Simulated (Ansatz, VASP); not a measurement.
## Sn: VASP beside Ansatz

INCAR

```
  PREC = Accurate
  ENCUT = 520
  EDIFF = 1E-6
  ISMEAR = 0
  SIGMA = 0.1
  LREAL = False
  LASPH = True
  NELM = 100
  ALGO = Normal
  ISIF = 2
  LWAVE = False
  LCHARG = False
  LDIPOL = True
  IDIPOL = 3
  DIPOL = 0.5 0.5 0.500
  GGA = PE
  NBANDS = 58
```

Contents of KPOINTS:

```
regular mesh
0
Gamma
  12 8 1
```

File POSCAR:

```
Sn
1.0
    3.2137631472      0.0000000000      0.0000000000
   -1.6068815736      4.2043916994      0.0000000000
    0.0000000000      0.0000000000     27.6131750982
Sn
7
Direct
    0.5000000000      0.0000000000      0.2716094753
    0.5000000000      0.5000000000      0.3477396502
    0.0000000000      0.0000000000      0.4238698251
    0.0000000000      0.5000000000      0.5000000000
    0.5000000000      0.0000000000      0.5761301749
    0.5000000000      0.5000000000      0.6522603498
    0.0000000000      0.0000000000      0.7283905247
```

Input for Ansatz:

```yaml
crystal:
  lattice:
    - [3.2137631472, 0.0, 0.0]
    - [-1.6068815736, 4.2043916994, 0.0]
    - [0.0, 0.0, 27.6131750982]
  atoms:
    - { symbol: Sn, position: [0.5, 0.0, 0.2716094753] }
    - { symbol: Sn, position: [0.5, 0.5, 0.3477396502] }
    - { symbol: Sn, position: [0.0, 0.0, 0.4238698251] }
    - { symbol: Sn, position: [0.0, 0.5, 0.5] }
    - { symbol: Sn, position: [0.5, 0.0, 0.5761301749] }
    - { symbol: Sn, position: [0.5, 0.5, 0.6522603498] }
    - { symbol: Sn, position: [0.0, 0.0, 0.7283905247] }
basis:
  ecutwfc: 420
kpoints:
  mp_grid: { grid: [12, 8, 1] }
hamiltonian:
  xc: pbe
scf:
  occupations: { method: gaussian, width: 0.1 }
output:
  forces: true
  stress: true
  eigenvalues: true
  write_density: true
  write_potential: true
  elf: true
  volumetric_format: npy
efield:
  axis: 3
  dipole_correction: true
```

Alike in both runs: task single point; functional PBE; k mesh 12 × 8 × 1; occupations gaussian, width 0.1 eV; no spin polarisation.

```csv
,VASP,Ansatz
version,VASP 6.6.1,Ansatz 0.2.0
potentials or method,"VASP PAW PBE potentials, release 64 (Sn_d), cutoff 520 eV","scalar-relativistic, plane waves, PAW"
valence electrons in the cell,98,98
```

```csv
,VASP,Ansatz,Ansatz less VASP
gap on the k mesh at the Fermi level (eV),none,none,-
rms of the force components (eV/Å),0.143,0.143,+0.0006
```

Atom by atom the forces differ by 0.001 eV/Å (rms over components). A gap of «none» marks a metal or a gap that the smearing closes. Ansatz's warnings: xc potential rough in thin density.
